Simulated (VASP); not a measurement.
# WSe2 (P6_3/mmc) in VASP: notebook

WSe2 is run at these levels: PBE, LDA, r2SCAN+rVV10; tasks: single point.

Everything below comes from runs of VASP 6.6.1. Logs are shortened: lines on timing, memory, paths and dates and some standing lists are left out, and cuts for length are marked.

**What was measured.**

“Time-resolved XUV ARPES with tunable 24–33 eV laser pulses at 30 meV resolution”, 2019, pmc:6684652 reports, for a bulk crystal of WSe2: band gap 1.3 eV (indirect).

How close the calculation comes is told below.

## 1. The cell of the first run

Symmetry: P6_3/mmc, No. 194, hexagonal system. The conventional cell has a = 3.300 Å, b = 3.300 Å, c = 13.149 Å, α = 90.00°, β = 90.00°, γ = 120.00°. Within 3.3 Å of W (site symmetry -6m2) lie 6 Se at 2.53 Å and 6 W at 3.30 Å. Within 3.3 Å of Se (site symmetry 3m) lie 3 W at 2.53 Å and 6 Se at 3.30 Å.

## 2. Single point, PBE

INCAR reads:

```
ALGO = Normal
EDIFF = 1E-6
ENCUT = 520
GGA = PE
ISIF = 2
ISMEAR = -1
LASPH = T
LCHARG = T
LELF = T
LREAL = F
LVHAR = T
LWAVE = F
NBANDS = 35
NELM = 80
PREC = Accurate
SIGMA = 0.02
```

KPOINTS reads:

```
k-points
0
Gamma
  12 12 2
```

POSCAR reads:

```
WSe2
1.0
    3.2996664743      0.0000000000      0.0000000000
   -1.6498332372      2.8575949908      0.0000000000
    0.0000000000      0.0000000000     13.1486200163
W Se
2 4
Direct
    0.3333333333      0.6666666667      0.2500000000
    0.6666666667      0.3333333333      0.7500000000
    0.3333333333      0.6666666667      0.6233390951
    0.6666666667      0.3333333333      0.1233390951
    0.3333333333      0.6666666667      0.8766609049
    0.6666666667      0.3333333333      0.3766609049
```

Potentials or basis: VASP PAW PBE potentials, release 64 (W_sv, Se).

Launch:

```bash
$ cat potpaw_PBE.64/W_sv/POTCAR potpaw_PBE.64/Se/POTCAR > POTCAR
$ mpirun -np 1 vasp_std > vasp.out
```

OUTCAR:

```text
EDIFF = 1E-6
   ENCUT = 520
   GGA = PE
   ISIF = 2
   ISMEAR = -1
   LASPH = T
   LREAL = F
   NELM = 80
   PREC = Accurate

 ion  position               nearest neighbor table
   1  0.333  0.667  0.250-   4 2.53   6 2.53   4 2.53   6 2.53   4 2.53   6 2.53
   2  0.667  0.333  0.750-   3 2.53   5 2.53   3 2.53   5 2.53   3 2.53   5 2.53
   3  0.333  0.667  0.623-   2 2.53   2 2.53   2 2.53
   4  0.667  0.333  0.123-   1 2.53   1 2.53   1 2.53
   5  0.333  0.667  0.877-   2 2.53   2 2.53   2 2.53
   6  0.667  0.333  0.377-   1 2.53   1 2.53   1 2.53

  LATTYP: Found a hexagonal cell.
 ALAT       =     3.2996664743
 C/A-ratio  =     3.9848330486

  Lattice vectors:

 A1 = (   3.2996664743,   0.0000000000,   0.0000000000)
 A2 = (  -1.6498332372,   2.8575949908,   0.0000000000)
 A3 = (   0.0000000000,   0.0000000000,  13.1486200163)

Analysis of symmetry for initial positions (statically):
=====================================================================
 Subroutine PRICEL returns:
 Original cell was already a primitive cell.

 Routine SETGRP: Setting up the symmetry group for a
 hexagonal supercell.

 Subroutine GETGRP returns: Found 24 space group operations
 (whereof 12 operations were pure point group operations)
 out of a pool of 24 trial point group operations.

The static configuration has the point symmetry D_3d.
 The point group associated with its full space group is D_6h.

Analysis of symmetry for dynamics (positions and initial velocities):
=====================================================================
 Subroutine PRICEL returns:
 Original cell was already a primitive cell.

 Routine SETGRP: Setting up the symmetry group for a
 hexagonal supercell.

 Subroutine GETGRP returns: Found 24 space group operations
 (whereof 12 operations were pure point group operations)
 out of a pool of 24 trial point group operations.

The dynamic configuration has the point symmetry D_3d.
 The point group associated with its full space group is D_6h.

 Subroutine INISYM returns: Found 24 space group operations
 (whereof 12 operations are pure point group operations),
 and found     1 'primitive' translations

----------------------------------------------------------------------------------------

[... 94 lines left out ...]
   ISPIN  =      1    spin polarized calculation?
   LNONCOLLINEAR =      F non collinear calculations
   LSORBIT =      F    spin-orbit coupling
   LASPH  =      T    aspherical Exc in radial PAW
   ENCUT  =  520.0 eV  38.22 Ry    6.18 a.u.   6.14  6.14 24.45*2*pi/ulx,y,z
   NELM   =     80;   NELMIN=  2; NELMDL= -5     # of ELM steps
   EDIFF  = 0.1E-05   stopping-criterion for ELM
   LREAL  =      F    real-space projection
   EDIFFG = 0.1E-04   stopping-criterion for IOM
   NSW    =      0    number of steps for IOM
   IBRION =     -1    ionic relax: 0-MD 1-quasi-New 2-CG
   NFREE  =      0    steps in history (QN), initial steepest desc. (CG)
   ISIF   =      2    stress and relaxation
   ISYM   =      2    0-nonsym 1-usesym 2-fastsym
   POTIM  = 0.5000    time-step for ionic-motion
   TEBEG  =    0.0;   TEEND  =   0.0 temperature during run
   PSTRESS=    0.0 pullay stress
   NELECT =      52.0000    total number of electrons
   NUPDOWN=      -1.0000    fix difference up-down
   EMIN   =  10.00;   EMAX   =-10.00  energy-range for DOS
   EFERMI =   0.00;   METHOD = LEGACY
   ISMEAR =    -1;   SIGMA  =   0.02  broadening in eV -4-tet -1-fermi 0-gaus
   EFERMI_NEDOS =   21; number of points for ismear=-14 and -15
   IALGO  =     38    algorithm
   IMIX   =      4    mixing-type and parameters
     AMIX     =   0.40;   BMIX     =  1.00
     AMIX_MAG =   1.60;   BMIX_MAG =  1.00
  volume/ion in A,a.u.               =      20.66       139.44
  Fermi-wavevector in a.u.,A,eV,Ry     =   1.225441  2.315747 20.431937  1.501705
  Thomas-Fermi vector in A             =   2.360479
   LORBIT       =      0    0 simple, 1 ext, 2 COOP (PROOUT), +10 PAW based schemes
   GGA     = PE    functional components
   LHFCALC =     F    Hartree Fock is set to
   AEXX    =    0.0000 exact exchange contribution
   IVDW    =     0    specifies the selected vdW correction
   LEPSILON=     F    determine dielectric tensor
   LRPA    =     F    only Hartree local field effects (RPA)
 non-spin polarized calculation
  energy-cutoff  :      520.00
  volume of cell :      123.98
 maximum number of plane-waves:      3378
 NGX is ok and might be reduce to    28
   NGX = 13   NGY = 13   NGZ = 49

 number of electron      51.9999996 magnetization

 Free energy of the ion-electron system (eV)
  ---------------------------------------------------
  ext. energy  EPLUGINS =         0.00000000
  ---------------------------------------------------
  free energy    TOTEN  =       -43.16132992 eV

  energy without entropy =      -43.16132992  energy(sigma->0) =      -43.16132992

 E-fermi :   6.6244     XC(G=0): -10.6225

 val. band max:        6.0385482087   @ k =   0.0000   0.0000   0.0000
 cond. band min:       7.0771030013   @ k =   0.1667   0.1667   0.0000
 fundamental gap:      1.0385547926
 Fermi energy:         6.6244052741

 k-point     1 :       0.0000    0.0000    0.0000
  band No.  band energies     occupation
      1     -68.2852      2.00000
      2     -68.2852      2.00000
      3     -32.5259      2.00000
      4     -32.5259      2.00000
      5     -32.4114      2.00000
      6     -32.4114      2.00000
[... 901 lines left out ...]
     34       9.9972      0.00000
     35      11.6654      0.00000

 [... further k-points ...]
[... 5 lines left out ...]
  --------------------------------------------------------------------------------------
  -------------------------------------------------------------------------------------
  Total        2.3948686      2.3948686      3.7392341     -0.0000000      0.0000000      0.0000000
  in kB       30.9486268     30.9486268     48.3217148     -0.0000000      0.0000000      0.0000000
  external PRESSURE =      36.7396562 kB  Pullay stress =       0.0000000 kB

 VOLUME and BASIS-vectors are now :
 -----------------------------------------------------------------------------
  energy-cutoff  :      520.00
  volume of cell :      123.98
      direct lattice vectors                 reciprocal lattice vectors
     3.299666474  0.000000000  0.000000000     0.303060933  0.174972311  0.000000000
    -1.649833237  2.857594991  0.000000000     0.000000000  0.349944622  0.000000000
     0.000000000  0.000000000 13.148620016     0.000000000  0.000000000  0.076053609

 POSITION                                       TOTAL-FORCE (eV/Angst)
 -----------------------------------------------------------------------------------
     -0.00000      1.90506      3.28716        -0.000000      0.000000     -0.000000
      1.64983      0.95253      9.86147         0.000000      0.000000     -0.000000
     -0.00000      1.90506      8.19605        -0.000000     -0.000000     -0.325054
      1.64983      0.95253      1.62174         0.000000      0.000000     -0.325054
     -0.00000      1.90506     11.52688        -0.000000      0.000000      0.325054
      1.64983      0.95253      4.95257         0.000000      0.000000      0.325054
 -----------------------------------------------------------------------------------
    total drift:                                0.000000     -0.000000      0.000000

  FREE ENERGIE OF THE ION-ELECTRON SYSTEM (eV)
  ---------------------------------------------------
  free  energy   TOTEN  =       -43.1613299195 eV

  energy  without entropy=      -43.1613299195  energy(sigma->0) =      -43.16132992
```

stdout:

```text
POSCAR found type information on POSCAR W Se
 POSCAR found :  2 types and       6 ions
 scaLAPACK will be used
 LDA part: xc-table for (Slater+PW92), standard interpolation
 POSCAR, INCAR and KPOINTS ok, starting setup
 FFT: planning ... GRIDC
 FFT: planning ... GRID_SOFT
 FFT: planning ... GRID
 WAVECAR not read
 entering main loop
```

It took 2.1 min on 1 thread of Intel Xeon 6975P-C (Granite Rapids), shared host; peak memory 0.32 GiB.

Results:

| Item | Value |
| --- | --- |
| Free energy | -43.1613 eV |
| Pressure | 3.7 GPa |
| Largest force | 0.325 eV/Å |
| Band gap on the k mesh | 1.04 eV, indirect (least direct gap 1.49 eV) |

Forces in eV/Å, atoms in the order of the input:
```
W    0.000  0.000  0.000
W    0.000  0.000  0.000
Se   0.000  0.000 -0.325
Se   0.000  0.000 -0.325
Se   0.000  0.000  0.325
Se   0.000  0.000  0.325
```

Caveat: spin-orbit coupling is left out, which moves the levels of the heavy elements; this functional lacks dispersion, which binds the layers, so the pressure and a relaxed spacing across them are unreliable.

## 3. Single point, LDA

INCAR reads:

```
ALGO = Normal
EDIFF = 1E-7
ENCUT = 520
GGA = CA
ISIF = 2
ISMEAR = 0
LASPH = True
LCHARG = False
LREAL = False
LWAVE = False
NBANDS = 35
NELM = 100
PREC = Accurate
SIGMA = 0.01
```

KPOINTS is that of step 2.

POSCAR is that of step 2.

Potentials or basis: VASP PAW LDA potentials, release 64 (W_sv, Se).

Launch:

```bash
$ cat potpaw_LDA.64/W_sv/POTCAR potpaw_LDA.64/Se/POTCAR > POTCAR
$ mpirun -np 1 vasp_std > vasp.out
```

OUTCAR:

```text
EDIFF = 1E-7
   ENCUT = 520
   GGA = CA
   ISIF = 2
   ISMEAR = 0
   LASPH = True
   LREAL = False
   NELM = 100
   PREC = Accurate

 ion  position               nearest neighbor table
   1  0.333  0.667  0.250-   4 2.53   6 2.53   4 2.53   6 2.53   4 2.53   6 2.53
   2  0.667  0.333  0.750-   3 2.53   5 2.53   3 2.53   5 2.53   3 2.53   5 2.53
   3  0.333  0.667  0.623-   2 2.53   2 2.53   2 2.53
   4  0.667  0.333  0.123-   1 2.53   1 2.53   1 2.53
[... 1124 lines left out ...]
  -------------------------------------------------------------------------------------
  Total       -3.0309091     -3.0309091     -1.9928844      0.0000000      0.0000000      0.0000000
  in kB      -39.1681085    -39.1681085    -25.7538286      0.0000000      0.0000000      0.0000000
  external PRESSURE =     -34.6966819 kB  Pullay stress =       0.0000000 kB

 VOLUME and BASIS-vectors are now :
 -----------------------------------------------------------------------------
  energy-cutoff  :      520.00
  volume of cell :      123.98
      direct lattice vectors                 reciprocal lattice vectors
     3.299666474  0.000000000  0.000000000     0.303060933  0.174972311  0.000000000
    -1.649833237  2.857594991  0.000000000     0.000000000  0.349944622  0.000000000
     0.000000000  0.000000000 13.148620016     0.000000000  0.000000000  0.076053609

 POSITION                                       TOTAL-FORCE (eV/Angst)
 -----------------------------------------------------------------------------------
     -0.00000      1.90506      3.28716        -0.000000      0.000000      0.000000
      1.64983      0.95253      9.86147         0.000000     -0.000000      0.000000
     -0.00000      1.90506      8.19605         0.000000     -0.000000      0.173095
      1.64983      0.95253      1.62174        -0.000000      0.000000      0.173095
     -0.00000      1.90506     11.52688         0.000000     -0.000000     -0.173095
      1.64983      0.95253      4.95257        -0.000000      0.000000     -0.173095
 -----------------------------------------------------------------------------------
    total drift:                                0.000000     -0.000000      0.000000

  FREE ENERGIE OF THE ION-ELECTRON SYSTEM (eV)
  ---------------------------------------------------
  free  energy   TOTEN  =       -48.4422670832 eV

  energy  without entropy=      -48.4422670832  energy(sigma->0) =      -48.44226708
```

OSZICAR:

```text
N       E                     dE             d eps       ncg     rms          rms(c)
DAV:   1     0.492645682537E+03    0.49265E+03   -0.27866E+04  2932   0.145E+03
DAV:   2    -0.192039838947E+02   -0.51185E+03   -0.49417E+03  3108   0.388E+02
DAV:   3    -0.497914001511E+02   -0.30587E+02   -0.29993E+02  3276   0.897E+01
DAV:   4    -0.504831152220E+02   -0.69172E+00   -0.68717E+00  3182   0.135E+01
DAV:   5    -0.504927523332E+02   -0.96371E-02   -0.96256E-02  3227   0.171E+00    0.301E+01
DAV:   6    -0.488769699838E+02    0.16158E+01   -0.60287E+00  2945   0.159E+01    0.106E+01
DAV:   7    -0.486433615428E+02    0.23361E+00   -0.28649E+00  2830   0.832E+00    0.573E+00
DAV:   8    -0.484437748894E+02    0.19959E+00   -0.39240E-01  2969   0.425E+00    0.132E+00
DAV:   9    -0.484441928620E+02   -0.41797E-03   -0.60997E-02  3122   0.115E+00    0.818E-01
DAV:  10    -0.484423705728E+02    0.18223E-02   -0.12044E-02  2950   0.742E-01    0.164E-01
DAV:  11    -0.484423218938E+02    0.48679E-04   -0.14340E-03  2888   0.241E-01    0.164E-01
DAV:  12    -0.484422790942E+02    0.42800E-04   -0.51646E-05  3050   0.459E-02    0.103E-01
DAV:  13    -0.484422669251E+02    0.12169E-04   -0.62517E-05  2927   0.479E-02    0.488E-03
DAV:  14    -0.484422671450E+02   -0.21990E-06   -0.29060E-06  3267   0.918E-03    0.643E-03
DAV:  15    -0.484422670832E+02    0.61795E-07   -0.13947E-07  1767   0.216E-03
   1 F= -.48442267E+02 E0= -.48442267E+02  d E =-.179930E-12
```

stdout:

```text
POSCAR found type information on POSCAR W Se
 POSCAR found :  2 types and       6 ions
 scaLAPACK will be used
 LDA part: xc-table for (Slater(with rela. corr.)+CA(PZ))
 , standard interpolation
 POSCAR, INCAR and KPOINTS ok, starting setup
 FFT: planning ... GRIDC
 FFT: planning ... GRID_SOFT
 FFT: planning ... GRID
 WAVECAR not read
 entering main loop
```

It took 1.7 min on 1 thread of Intel Xeon 6975P-C (Granite Rapids), shared host; peak memory 0.29 GiB.

Results:

```yaml
Free_energy: -48.4423 eV
Pressure: -3.5 GPa
Largest_force: 0.173 eV/Å
Band_gap_on_the_k_mesh: 0.98 eV, indirect (least direct gap 1.48 eV)
```

Forces in eV/Å, atoms in the order of the input:
```
W    0.000  0.000  0.000
W    0.000  0.000  0.000
Se   0.000  0.000  0.173
Se   0.000  0.000  0.173
Se   0.000  0.000 -0.173
Se   0.000  0.000 -0.173
```

Caveat: spin-orbit coupling is left out, which moves the levels of the heavy elements.

## 4. Single point, r2SCAN+rVV10

POSCAR is that of step 3.

INCAR.step1 reads:

```
SYSTEM = WSe2
PREC     = Accurate       ! precision mode
ENCUT    = 520            ! plane-wave cutoff, eV
ISMEAR   = -1             ! smearing method
SIGMA    = 0.02           ! smearing width, eV
LREAL    = .FALSE.        ! projectors in reciprocal space
LASPH    = .TRUE.         ! aspherical terms in the spheres
NELM     = 80             ! most SCF steps
NBANDS   = 35             ! bands
GGA      = PE             ! functional
ALGO     = Normal         ! electronic algorithm
EDIFF    = 1E-4           ! SCF threshold, eV
LWAVE    = .TRUE.         ! write WAVECAR
LCHARG   = .FALSE.        ! write CHGCAR
```

INCAR.step2 reads:

```
SYSTEM = WSe2
PREC     = Accurate       ! precision mode
ENCUT    = 520            ! plane-wave cutoff, eV
EDIFF    = 1E-6           ! SCF threshold, eV
ISMEAR   = -1             ! smearing method
SIGMA    = 0.02           ! smearing width, eV
LREAL    = .FALSE.        ! projectors in reciprocal space
LASPH    = .TRUE.         ! aspherical terms in the spheres
NELM     = 80             ! most SCF steps
ALGO     = Normal         ! electronic algorithm
ISIF     = 2              ! what is computed and relaxed
LWAVE    = .FALSE.        ! write WAVECAR
LCHARG   = .FALSE.        ! write CHGCAR
METAGGA  = R2SCAN         ! meta-GGA
LMIXTAU  = .TRUE.       
LUSE_VDW = .TRUE.       
IVDW_NL  = 2            
BPARAM   = 11.95        
CPARAM   = 0.0093       
NBANDS   = 35             ! bands
ISTART   = 1
```

KPOINTS reads:

```
Automatic mesh
0
G
  12 12 2
  0 0 0
```

Potentials or basis: VASP PAW PBE potentials, release 64 (W_sv, Se).

Launch:

```bash
$ cat potpaw_PBE.64/W_sv/POTCAR potpaw_PBE.64/Se/POTCAR > POTCAR
$ cp INCAR.step1 INCAR
$ mpirun -np 1 vasp_std > vasp.out
$ cp INCAR.step2 INCAR
$ mpirun -np 1 vasp_std > vasp.out
```

Wall time 7.2 min (1 thread of Intel Xeon 6975P-C (Granite Rapids), shared host); peak memory 0.64 GiB.

Results (log left out):

| Quantity | Value |
| --- | --- |
| Free energy | -162.5592 eV |
| Pressure | 0.7 GPa |
| Largest force | 0.075 eV/Å |
| Band gap on the k mesh | 1.14 eV, indirect (least direct gap 1.61 eV) |

Forces on the atoms (eV/Å):
```
W    0.000  0.000  0.000
W    0.000  0.000  0.000
Se   0.000  0.000 -0.075
Se   0.000  0.000 -0.075
Se   0.000  0.000  0.075
Se   0.000  0.000  0.075
```

Levels at points of the mesh, in eV from the valence-band top:
| k point | band 22 | band 23 | band 24 | band 25 | band 26 | band 27 | band 28 | band 29 | band 30 | band 31 |
| --- | --- | --- | --- | --- | --- | --- | --- | --- | --- | --- |
| (0.00, 0.00, 0.00) | -1.66 | -1.66 | -1.29 | -1.06 | 0.00 | 2.76 | 2.76 | 2.80 | 2.80 | 2.87 |
| (0.50, 0.00, 0.00) | -2.55 | -1.51 | -1.48 | -1.34 | -1.31 | 2.21 | 2.25 | 2.45 | 2.73 | 3.29 |
| (0.00, 0.00, 0.50) | -1.68 | -1.68 | -1.68 | -0.25 | -0.25 | 2.77 | 2.77 | 2.77 | 2.77 | 2.97 |
| (0.50, 0.00, 0.50) | -2.65 | -1.41 | -1.41 | -1.40 | -1.40 | 2.23 | 2.23 | 2.61 | 2.61 | 3.66 |

Caveat: the PAW data sets were made with another functional, which shifts forces and pressure a little; spin-orbit coupling is left out, which moves the levels of the heavy elements.

## 5. The runs side by side

| level | potentials or basis | smearing | gap on the mesh (eV) | pressure (GPa) | largest force (eV/Å) |
| --- | --- | --- | --- | --- | --- |
| PBE | VASP PAW PBE potentials, release 64 (W_sv, Se) | fermi-dirac 0.02 eV | 1.04 | 3.7 | 0.33 |
| LDA | VASP PAW LDA potentials, release 64 (W_sv, Se) | gaussian 0.01 eV | 0.98 | -3.5 | 0.17 |
| r2SCAN+rVV10 | VASP PAW PBE potentials, release 64 (W_sv, Se) | fermi-dirac 0.02 eV | 1.14 | 0.7 | 0.08 |

Alike in all rows: task single point; no spin polarisation; cell a = 3.300, b = 3.300, c = 13.149 Å, angles 90.0, 90.0, 120.0°, 6 atoms; k mesh 12 × 12 × 2; cutoff (eV) 520.

Caveats: spin-orbit coupling is left out, which moves the levels of the heavy elements; this functional lacks dispersion, which binds the layers, so the pressure and a relaxed spacing across them are unreliable (some runs); the PAW data sets were made with another functional, which shifts forces and pressure a little (some runs).

Absolute energies hang on the potentials; compare differences alone.

## 6. Against experiment

Step 4. A measured gap of WSe2 is 1.3 eV (indirect; “Time-resolved XUV ARPES with tunable 24–33 eV laser pulses at 30 meV resolution”, 2019, pmc:6684652); the calculated 1.14 eV misses it by -0.16 eV. Spin-orbit coupling on Se, W is left out. The value is that of r2SCAN+rVV10 on a finite k mesh, which can miss the band edges, without temperature or zero-point motion.
